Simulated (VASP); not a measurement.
## Na: single point with LDA

Crystal: Na.

```
Na
1.0
    -2.02990    2.02990    2.02990
     2.02990   -2.02990    2.02990
     2.02990    2.02990   -2.02990
Na
1
Direct
  0.00000 0.00000 0.00000
```

```yaml
Program: VASP 6.6.1
Task: single point
Functional: LDA
Potentials_or_basis: VASP PAW LDA potentials, release 64 (Na_pv)
Cutoff: 500 eV
k_mesh: 12 × 12 × 12
Occupations: gaussian, width 0.15 eV
Spin: no spin polarisation
```

```
Pressure : -0.1 GPa
```

Levels at points of the mesh, in eV from the Fermi level:
```tsv
k point	band 1	band 2	band 3	band 4	band 5	band 6
(0.00, 0.00, 0.00)	-24.83	-24.83	-24.83	-3.47	12.34	12.34
(0.50, 0.00, 0.00)	-24.88	-24.85	-24.83	0.84	1.33	8.66
(0.50, 0.50, 0.50)	-24.87	-24.87	-24.87	4.78	4.78	5.24
```

It took 24 s on 1 thread of Intel Xeon 8259CL (shared host), peak memory 0.14 GiB.
